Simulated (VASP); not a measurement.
Crystal: Fe.

```xyz
2
Lattice="0.0000 2.4383 2.4383 2.4383 0.0000 2.4383 2.4383 2.4383 0.0000" Properties=species:S:1:pos:R:3 pbc="T T T"
Fe    0.6096    0.6096    0.6096
Fe    4.2671    4.2671    4.2671
```

This cell differs from its parent crystal: volume scaled by 0.96.

Base run:

```yaml
Program: VASP 6.6.1
Functional: BLYP
Potentials_or_basis: VASP PAW PBE potentials, release 64 (Fe)
Cutoff: 520 eV
k_mesh: 12 × 12 × 12
Occupations: fermi-dirac, width 0.1 eV
Spin: no spin polarisation
```

Its results: band gap on the k mesh zero (band 8 reaches 4.32 eV, above the bottom of band 9 at 3.64 eV); pressure 5.0 GPa.

**Question.** The run is repeated on the same cell with these changes: potentials or basis from VASP PAW PBE potentials, release 64 (Fe) to VASP PAW PBE potentials, release 64 (Fe_sv); cutoff from 520 eV to 600 eV; further incar settings from ALGO = Normal; EDIFF = 1e-06; NBANDS = 15 to ALGO = Normal; EDIFF = 1e-06; NBANDS = 23; valence electrons from 16 to 32. What comes out?

**Answer.** Band gap on the k mesh zero (band 16 reaches 9.23 eV, above the bottom of band 17 at 8.56 eV); pressure 3.9 GPa.

Caveats: the PAW data sets were made with another functional, which shifts forces and pressure a little; the run has no spin polarisation, though such a crystal can be magnetic.
